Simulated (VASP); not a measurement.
# W (Im-3m) in VASP: further runs, part 2 of 2

VASP 6.6.1. The steps go on from the part before.

## Step 3: Single point, PBE

This run uses another cell than the first one, of 14.87 Å³/atom, 0.976 times its volume.

File INCAR:

```
SYSTEM = W
  PREC = Accurate
  ENCUT = 520
  EDIFF = 1E-6
  ISMEAR = -1
  SIGMA = 0.05
  LREAL = .FALSE.
  LASPH = .TRUE.
  NELM = 100
  ALGO = Normal
  ISIF = 2
  LWAVE = .FALSE.
  LCHARG = .FALSE.
  GGA = PE
  NBANDS = 13
```

File KPOINTS:

```
regular mesh
0
G
  10 10 10
  0 0 0
```

File POSCAR:

```
W
1.0
    1.5491040348      1.5491040348      1.5491040348
   -1.5491040348      1.5491040348      1.5491040348
   -1.5491040348     -1.5491040348      1.5491040348
W
1
Direct
    0.0000000000      0.0000000000      0.0000000000
```

Potentials or basis: VASP PAW PBE potentials, release 64 (W_sv).

The run is started by

```sh
cat potpaw_PBE.64/W_sv/POTCAR > POTCAR
mpirun -np 1 vasp_std > vasp.out
```

OUTCAR:

```text
SYSTEM = W
   PREC = Accurate
   ENCUT = 520
   EDIFF = 1E-6
   ISMEAR = -1
   LREAL = .FALSE.
   LASPH = .TRUE.
   NELM = 100
   ISIF = 2
   GGA = PE

 ion  position               nearest neighbor table
   1  0.000  0.000  0.000-

  LATTYP: Found a body centered cubic cell.
 ALAT       =     3.0982080696

  Lattice vectors:

 A1 = (   1.5491040348,  -1.5491040348,  -1.5491040348)
 A2 = (   1.5491040348,   1.5491040348,   1.5491040348)
 A3 = (  -1.5491040348,  -1.5491040348,   1.5491040348)

Analysis of symmetry for initial positions (statically):
=====================================================================
 Subroutine PRICEL returns:
 Original cell was already a primitive cell.

 Routine SETGRP: Setting up the symmetry group for a
 body centered cubic supercell.

 Subroutine GETGRP returns: Found 48 space group operations
 (whereof 48 operations were pure point group operations)
 out of a pool of 48 trial point group operations.

The static configuration has the point symmetry O_h .

Analysis of symmetry for dynamics (positions and initial velocities):
=====================================================================
 Subroutine PRICEL returns:
 Original cell was already a primitive cell.

 Routine SETGRP: Setting up the symmetry group for a
 body centered cubic supercell.

 Subroutine GETGRP returns: Found 48 space group operations
 (whereof 48 operations were pure point group operations)
 out of a pool of 48 trial point group operations.

The dynamic configuration has the point symmetry O_h .

 Subroutine INISYM returns: Found 48 space group operations
 (whereof 48 operations are pure point group operations),
 and found     1 'primitive' translations

----------------------------------------------------------------------------------------

                                     Primitive cell

  volume of cell :      14.8697

[... 111 lines left out ...]
   GGA     = PE    functional components
   LHFCALC =     F    Hartree Fock is set to
   AEXX    =    0.0000 exact exchange contribution
   IVDW    =     0    specifies the selected vdW correction
   LEPSILON=     F    determine dielectric tensor
   LRPA    =     F    only Hartree local field effects (RPA)
 non-spin polarized calculation
  energy-cutoff  :      520.00
  volume of cell :       14.87
 maximum number of plane-waves:       418
   NGX =  9   NGY =  9   NGZ =  9

 number of electron      13.9999998 magnetization

 Free energy of the ion-electron system (eV)
  ---------------------------------------------------
  ext. energy  EPLUGINS =         0.00000000
  ---------------------------------------------------
  free energy    TOTEN  =       -12.83343553 eV

  energy without entropy =      -12.82970630  energy(sigma->0) =      -12.83157091

 E-fermi :  12.5207     XC(G=0): -14.0108

 val. band max:       12.4279918268   @ k =   0.5000   0.2000   0.2000
 cond. band min:      12.5975481786   @ k =   0.2000   0.1000   0.1000
 fundamental gap:      0.1695563518
 Fermi energy:        12.5206835096

 k-point     1 :       0.0000    0.0000    0.0000
  band No.  band energies     occupation
      1     -61.7371      2.00000
      2     -25.1897      2.00000
      3     -25.1897      2.00000
      4     -25.1897      2.00000
      5       2.4085      2.00000
      6      11.0373      2.00000
      7      11.0373      2.00000
      8      11.0373      2.00000
      9      14.7982      0.00000
     10      14.7982      0.00000
     11      27.0530      0.00000
     12      27.0530      0.00000
     13      27.0530      0.00000
[... 354 lines left out ...]
  band No.  band energies     occupation
      1     -61.5330      2.00000
      2     -26.4879      2.00000
      3     -26.0214      2.00000
      4     -25.4455      2.00000
      5       7.7403      2.00000
      6       8.5748      2.00000
      7      10.1565      2.00000
      8      13.9151      0.00000
      9      15.7934      0.00000
     10      20.4213      0.00000
     11      24.0792      0.00000
     12      28.2355      0.00000
     13      30.7727      0.00000

 [... further k-points ...]

------------------------ aborting loop because EDIFF is reached ----------------------------------------

  FORCE on cell =-STRESS in cart. coord.  units (eV):
  Direction    XX          YY          ZZ          XY          YZ          ZX
  --------------------------------------------------------------------------------------
  -------------------------------------------------------------------------------------
  Total        2.8662291      2.8662291      2.8662291      0.0000000     -0.0000000     -0.0000000
  in kB      308.8301822    308.8301822    308.8301822      0.0000000     -0.0000000     -0.0000000
  external PRESSURE =     308.8301822 kB  Pullay stress =       0.0000000 kB

 VOLUME and BASIS-vectors are now :
 -----------------------------------------------------------------------------
  energy-cutoff  :      520.00
  volume of cell :       14.87
      direct lattice vectors                 reciprocal lattice vectors
     1.549104035  1.549104035  1.549104035     0.322767218  0.000000000  0.322767218
    -1.549104035  1.549104035  1.549104035    -0.322767218  0.322767218  0.000000000
    -1.549104035 -1.549104035  1.549104035     0.000000000 -0.322767218  0.322767218

 POSITION                                       TOTAL-FORCE (eV/Angst)
 -----------------------------------------------------------------------------------
      0.00000      0.00000      0.00000         0.000000     -0.000000     -0.000000
 -----------------------------------------------------------------------------------
    total drift:                                0.000000      0.000000      0.000000

  FREE ENERGIE OF THE ION-ELECTRON SYSTEM (eV)
  ---------------------------------------------------
  free  energy   TOTEN  =       -12.8334355260 eV

  energy  without entropy=      -12.8297063031  energy(sigma->0) =      -12.83157091
```

Run time: 11 s. Hardware: 1 thread of Intel Xeon 8259CL, shared host; peak memory 0.13 GiB.

Results:

```yaml
Free_energy: -12.8334 eV
Pressure: 30.9 GPa
Band_gap_on_the_k_mesh: zero (band 7 reaches 18.02 eV, above the bottom of band 8 at 11.04 eV)
```

Caveat: spin-orbit coupling is left out, which moves the levels of the heavy elements.

## Step 4: Single point, PBE

This run uses another cell than the first one, of 16.14 Å³/atom, 1.059 times its volume.

File INCAR:

```
  PREC = Accurate
  ENCUT = 520
  EDIFF = 1E-7
  ISMEAR = -1
  SIGMA = 0.05
  LREAL = False
  LASPH = True
  NELM = 80
  ALGO = Normal
  ISIF = 2
  LWAVE = False
  LCHARG = True
  GGA = PE
  LELF = True
  LVHAR = True
  NBANDS = 13
```

File KPOINTS:

```
regular mesh
0
Gamma
  10 10 10
```

File POSCAR:

```
W
1.0
    1.5921563163      1.5921563163      1.5921563163
   -1.5921563163      1.5921563163      1.5921563163
   -1.5921563163     -1.5921563163      1.5921563163
W
1
Direct
    0.0000000000      0.0000000000      0.0000000000
```

The run is started by

```sh
cat potpaw_PBE.64/W_sv/POTCAR > POTCAR
mpirun -np 1 vasp_std > vasp.out
```

Wall time 11 s (1 thread of Intel Xeon 8259CL, shared host); peak memory 0.15 GiB.

It converged, with:

| Item | Value |
| --- | --- |
| Free energy | -12.9504 eV |
| Pressure | 0.5 GPa |
| Band gap on the k mesh | zero (band 7 reaches 16.20 eV, above the bottom of band 8 at 9.97 eV) |

Levels at points of the mesh, in eV from the Fermi level:
| k point | band 4 | band 5 | band 6 | band 7 | band 8 | band 9 | band 10 | band 11 |
| --- | --- | --- | --- | --- | --- | --- | --- | --- |
| (0.00, 0.00, 0.00) | -37.95 | -9.68 | -1.35 | -1.35 | -1.35 | 2.07 | 2.07 | 14.33 |
| (0.50, 0.00, 0.00) | -37.96 | -6.30 | -3.63 | 0.47 | 1.95 | 2.91 | 5.83 | 10.64 |
| (0.50, 0.50, 0.50) | -38.80 | -5.83 | -5.83 | 4.88 | 4.88 | 4.88 | 7.95 | 7.95 |

Caveat: spin-orbit coupling is left out, which moves the levels of the heavy elements.

## Step 5: The runs side by side

```csv
cell,gap on the mesh (eV),pressure (GPa)
"a = 2.705 Å, angles 70.5, 109.5, 70.5°, 1 atom",none,20.7
"a = 2.683 Å, angles 70.5, 109.5, 70.5°, 1 atom",none,30.9
"a = 2.758 Å, angles 70.5, 109.5, 70.5°, 1 atom",none,0.5
```

Alike in all rows: task single point; level PBE; potentials or basis VASP PAW PBE potentials, release 64 (W_sv); no spin polarisation; k mesh 10 × 10 × 10; cutoff (eV) 520; smearing fermi-dirac 0.05 eV.

Caveats: spin-orbit coupling is left out, which moves the levels of the heavy elements.

Total energies depend on the potentials used, so only differences within one code and one set of settings carry meaning.
